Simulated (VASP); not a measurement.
## BAs: single point with PBEsol+D3(BJ)

The system is BAs.

```
CELL_PARAMETERS angstrom
3.09615 0.00000 0.00000
0.00000 2.53403 0.00000
0.00000 0.00000 3.10983
ATOMIC_POSITIONS crystal
B 0.00000 0.50000 0.00000
As 0.50000 0.50000 0.50000
```

```
Program                : VASP 6.6.1
Task                   : single point
Functional             : PBEsol
Dispersion             : D3(BJ)
Potentials or basis    : VASP PAW PBE potentials, release 64 (B, As_d)
Cutoff                 : 560 eV
k mesh                 : 12 × 8 × 6
Occupations            : fermi-dirac, width 0.05 eV
Spin                   : no spin polarisation
Dipole correction      : no
Further INCAR settings : ALGO = Normal; EDIFF = 1e-06; NBANDS = 16
```

| Property | Result |
| --- | --- |
| Pressure | -0.1 GPa |
| Band gap on the k mesh | zero (bands 9 and 10 overlap by 5.29 eV) |
| Dispersion energy per atom | -0.307 eV |

Stress tensor (GPa, compression positive):
```
-0.15  0.00  0.00
 0.00 -0.05  0.00
 0.00  0.00 -0.14
```

Levels at points of the mesh, in eV from the Fermi level:
```csv
k point,band 7,band 8,band 9,band 10,band 11,band 12
"(0.00, 0.00, 0.00)",-3.34,-3.24,-1.41,3.55,4.14,9.38
"(0.50, 0.00, 0.00)",-10.86,0.59,0.62,2.47,4.44,6.14
"(0.00, 0.50, 0.00)",-8.46,-1.01,-0.91,1.82,3.72,7.85
"(0.50, 0.50, 0.00)",-7.43,-5.91,-3.45,2.43,3.51,6.20
"(0.00, 0.00, 0.50)",-10.88,0.66,0.68,2.55,4.55,6.12
"(0.50, 0.00, 0.50)",-8.15,-8.13,-6.68,6.85,8.73,12.08
"(0.00, 0.50, 0.50)",-7.46,-5.94,-3.48,2.48,3.59,6.29
"(0.50, 0.50, 0.50)",-5.41,-5.40,-4.50,-2.94,-1.64,3.23
```

It took 29 s on 1 thread of AMD EPYC 7R13 Processor (Zen 3), on a shared host, peak memory 0.16 GiB.

Caveat: the PAW data sets were made with another functional, which shifts forces and pressure a little.
